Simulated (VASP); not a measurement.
Co: single point with PBE

Crystal: Co.

```
Co
1.0
     3.41344    0.00000    0.00000
     0.00000    3.41344    0.00000
     0.00000    0.00000    3.41344
Co
3
Direct
  0.50000 0.00000 0.00000
  0.00000 0.50000 0.00000
  0.00000 0.00000 0.50000
```

The cell was built from a structure type or drawn by symmetry, and may not be a known phase.

| Item | Value |
| --- | --- |
| Program | VASP 6.6.1 |
| Task | single point |
| Functional | PBE |
| Potentials or basis | VASP PAW PBE potentials, release 64 (Co) |
| Cutoff | 520 eV |
| k mesh | 6 × 6 × 6 |
| Occupations | gaussian, width 0.1 eV |
| Spin | collinear spin, ferromagnetic start |
| Starting moments | [2.18, 2.18, 2.18] μB |
| Dipole correction | no |
| Further INCAR settings | ALGO = Normal; EDIFF = 1e-06; NBANDS = 24 |

* Pressure: -0.8 GPa
* Net moment: 5.62 μB per cell
* Site moments: Co +1.89 μB
* Valence electrons inside the program's atomic spheres: Co 8.17

Levels at points of the mesh, in eV from the Fermi level:
Spin up:
| k point | band 14 | band 15 | band 16 | band 17 | band 18 | band 19 |
| --- | --- | --- | --- | --- | --- | --- |
| (0.00, 0.00, 0.00) | -0.43 | -0.43 | -0.43 | 4.25 | 4.25 | 4.25 |
| (0.50, 0.00, 0.00) | -1.83 | -1.76 | -1.39 | -0.43 | 8.22 | 8.22 |
| (0.50, 0.50, 0.00) | -1.62 | -1.61 | -0.76 | 1.18 | 1.99 | 1.99 |
| (0.50, 0.50, 0.50) | -0.67 | -0.67 | -0.31 | 1.83 | 1.83 | 1.83 |
Spin down:
```tsv
k point	band 8	band 9	band 10	band 11	band 12	band 13	band 14	band 15
(0.00, 0.00, 0.00)	0.17	0.17	0.17	0.98	0.98	1.31	1.41	1.41
(0.50, 0.00, 0.00)	-1.35	-1.35	-0.26	-0.18	-0.12	0.20	0.20	0.32
(0.50, 0.50, 0.00)	-1.39	-1.17	-1.17	-0.26	-0.07	-0.07	0.11	0.69
(0.50, 0.50, 0.50)	-0.18	0.14	0.14	0.14	0.62	0.62	1.23	1.23
```

Wall time 21 s on 1 thread of Intel(R) Xeon(R) 6975P-C (Granite Rapids), on a shared host, peak memory 0.17 GiB.
